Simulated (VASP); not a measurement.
BiP (zincblende type), 2 atoms in the cell. It takes space group F-43m (No. 216, cubic). Conventional cell: a = 6.504 Å, b = 6.504 Å, c = 6.504 Å, α = 90.00°, β = 90.00°, γ = 90.00°. Within 3.7 Å of Bi (site symmetry -43m) lie 4 P at 2.82 Å. Within 3.7 Å of P (site symmetry -43m) lie 4 Bi at 2.82 Å. 

- Program: VASP 6.6.1
- Task: electric field gradients
- Functional: PBE
- Potentials or basis: VASP PAW PBE potentials, release 64 (Bi_d, P)
- Cutoff: 520 eV
- k mesh: 3 × 3 × 3
- Occupations: fermi-dirac, width 0.05 eV
- Spin: no spin polarisation
- Dipole correction: no
- Further INCAR settings: ALGO = Normal; EDIFF = 1e-08; NBANDS = 17

Potentials or basis: VASP PAW PBE potentials, release 64 (Bi_d, P).

Run with:

```console
$ cat potpaw_PBE.64/Bi_d/POTCAR potpaw_PBE.64/P/POTCAR > POTCAR
$ mpirun -np 1 vasp_std > vasp.out
```

Hardware: 1 thread of AMD EPYC 9R14 (Zen 4) (shared host).

Question: How long does it take, and how much memory?

Answer: It took 7.4 s on 1 thread of AMD EPYC 9R14 (Zen 4) (shared host), peak memory 0.17 GiB. Counts: scf iterations 17, k points 4.
